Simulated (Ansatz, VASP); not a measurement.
# PbS in VASP and in Ansatz

INCAR

```
ALGO = Normal
EDIFF = 1E-8
ENCUT = 520
GGA = PE
ISIF = 2
ISMEAR = -1
LASPH = T
LCHARG = F
LEFG = T
LREAL = F
LWAVE = F
NBANDS = 17
NELM = 80
PREC = Accurate
SIGMA = 0.01
```

The input KPOINTS:

```
k-points
0
Gamma
  7 7 7
```

Contents of POSCAR:

```
PbS
1.0
   -0.0444750000      2.9650000000      2.9650000000
    2.9650000000     -0.0444750000      2.9650000000
    2.9205250000      2.9205250000      0.0000000000
Pb S
1 1
Direct
    0.0000000000      0.0000000000      0.0000000000
    0.5000000000      0.5000000000      0.5000000000
```

Input for Ansatz:

```yaml
crystal:
  lattice:
    - [-0.044475, 2.965, 2.965]
    - [2.965, -0.044475, 2.965]
    - [2.920525, 2.920525, 0.0]
  atoms:
    - { symbol: Pb, position: [0.0, 0.0, 0.0] }
    - { symbol: S, position: [0.5, 0.5, 0.5] }
kpoints:
  mp_grid: { grid: [7, 7, 7] }
scf:
  occupations: { method: fermi_dirac, width: 0.01 }
hamiltonian:
  xc: pbe
  pseudopotentials: { kind: paw }
output:
  forces: true
  stress: true
  eigenvalues: true
  efg: { contact_densities: true }
```

Change from the starting cell: xy shear strain of -3 %, PAW files.

Alike in both runs: task electric field gradients; functional PBE; k mesh 7 × 7 × 7; occupations fermi-dirac, width 0.01 eV; no spin polarisation.

```csv
,VASP,Ansatz
version,VASP 6.6.1,Ansatz 0.2.0
potentials or method,"VASP PAW PBE potentials, release 64 (Pb_d, S)","PAW with Ansatz's default frozen-core files, scalar-relativistic"
plane-wave cutoff (eV),520,420
valence electrons in the cell,20,20
```

Ansatz gave:

| Property | Result |
| --- | --- |
| gap on the k mesh at the Fermi level (eV) | 0.82 |
| pressure (GPa) | 2.2 |
| traceless stress, the component that is largest in VASP (GPa) | 0.58 |
| size of Vzz on the site where it differs most (V/Å²) | 6.3 |

Question: Estimate VASP's values.

Answer: gap on the k mesh at the Fermi level (eV): 0.82; pressure (GPa): 2.2; traceless stress, the component that is largest in VASP (GPa): 0.58; size of Vzz on the site where it differs most (V/Å²): 3.5.

Spin-orbit coupling is off throughout.
